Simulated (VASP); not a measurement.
Here is a VASP 6.6.1 calculation.

The input INCAR:

```
SYSTEM = Ta2N
PREC = Accurate
ENCUT = 600
EDIFF = 1E-6
ISMEAR = 0
SIGMA = 0.1
LREAL = .FALSE.
LASPH = .TRUE.
NELM = 80
ALGO = Normal
ISIF = 3
LWAVE = .FALSE.
LCHARG = .FALSE.
GGA = PE
IBRION = 2
NSW = 90
EDIFFG = -0.04
```

The input KPOINTS:

```
regular mesh
0
G
  4 4 4
  0 0 0
```

Contents of POSCAR:

```
Ta2N
1.0
    3.3463698700     -3.6737974500      0.0000000000
    3.3463698700      3.6737974500      0.0000000000
    0.0000000000      0.0000000000      4.1927281400
Ta N
4 2
Direct
    0.6684075900      0.3315924100      0.0000000000
    0.3315924100      0.6684075900      0.0000000000
    0.1424073900      0.1424073900      0.0000000000
    0.8575926100      0.8575926100      0.0000000000
    0.0000000000      0.0000000000      0.2416028500
    0.0000000000      0.0000000000      0.7583971500
```

Potentials or basis: VASP PAW PBE potentials, release 64 (Ta_pv, N).

Run with:

```sh
$ cat potpaw_PBE.64/Ta_pv/POTCAR potpaw_PBE.64/N/POTCAR > POTCAR
$ mpirun -np 1 vasp_std > vasp.out
```

Task: Estimate the space group after relaxing (to 0.1 Å).

Result: Cmmm (No. 65).

Task: Estimate the relaxed cell.

Result: a = 5.657 Å, b = 5.657 Å, c = 3.430 Å, α = 90.00°, β = 90.00°, γ = 74.99°.

Final structure:
```cif
data_structure
_symmetry_space_group_name_H-M 'P 1'
_symmetry_Int_Tables_number 1
_cell_length_a 5.6565
_cell_length_b 5.6565
_cell_length_c 3.4301
_cell_angle_alpha 90.000
_cell_angle_beta 90.000
_cell_angle_gamma 74.988
_cell_volume 106.00
loop_
_atom_site_label
_atom_site_type_symbol
_atom_site_fract_x
_atom_site_fract_y
_atom_site_fract_z
_atom_site_occupancy
Ta1 Ta 0.70820 0.29180 0.00000 1
Ta2 Ta 0.29180 0.70820 0.00000 1
Ta3 Ta 0.76714 0.76714 0.00000 1
Ta4 Ta 0.23286 0.23286 0.00000 1
N1 N 0.00000 0.00000 0.79730 1
N2 N 0.00000 0.00000 0.20270 1
```

Caveat: a cell axis changed by over 15 % at a fixed basis, so the end point is rough.
